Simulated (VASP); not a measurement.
Write the native input for VASP 6.6.1 that does the following.

| Property | Result |
| --- | --- |
| Task | single point |
| Functional | LDA |
| Potentials or basis | VASP PAW LDA potentials, release 64 (Si, W_sv) |
| Cutoff | 520 eV |
| k mesh | 9 × 9 × 6 |
| Occupations | gaussian, width 0.03 eV |
| Spin | no spin polarisation |
| Dipole correction | no |
| Further INCAR settings | ALGO = Normal; EDIFF = 1e-07; NBANDS = 43 |

The structure of Si2W lies in POSCAR:

```
Si2W
1.0
    4.6797998650      0.0000000000      0.0000000000
   -2.3398999325      4.0528255677      0.0000000000
    0.0000000000      0.0000000000      6.2119663407
Si W
6 3
Direct
    0.8361210222      0.6722420443      0.5000000000
    0.1638789778      0.8361210222      0.8333333333
    0.6722420443      0.8361210222      0.1666666667
    0.1638789778      0.3277579557      0.5000000000
    0.8361210222      0.1638789778      0.8333333333
    0.3277579557      0.1638789778      0.1666666667
    0.0000000000      0.5000000000      0.1666666667
    0.5000000000      0.5000000000      0.8333333333
    0.5000000000      0.0000000000      0.5000000000
```

This cell differs from its parent crystal: c/a of the conventional cell at fixed volume 1.3274.

The input as run:

INCAR

```
SYSTEM = Si2W
PREC = Accurate ; ENCUT = 520
EDIFF = 1E-7 ; ISMEAR = 0
SIGMA = 0.03 ; LREAL = .False.
LASPH = .True. ; NELM = 60
ALGO = Normal ; ISIF = 2
LWAVE = .False. ; LCHARG = .False.
NBANDS = 43
```

KPOINTS

```
Automatic mesh
0
Gamma
  9 9 6
  0 0 0
```

Potentials or basis: VASP PAW LDA potentials, release 64 (Si, W_sv).

Command:

```console
$ cat potpaw_LDA.64/Si/POTCAR potpaw_LDA.64/W_sv/POTCAR > POTCAR
$ mpirun -np 1 vasp_std > vasp.out
```

Results of the run:

* Pressure: 3.9 GPa
* Largest force: 0.173 eV/Å
* Band gap on the k mesh: 0.13 eV (least direct gap 0.46 eV)

Caveat: the stress differs along the axes, from -5 to 21 GPa; spin-orbit coupling is left out, which moves the levels of the heavy elements.

It took 3 min on 1 thread of Intel(R) Xeon(R) Platinum 8488C (Sapphire Rapids) (shared host), peak memory 0.31 GiB.
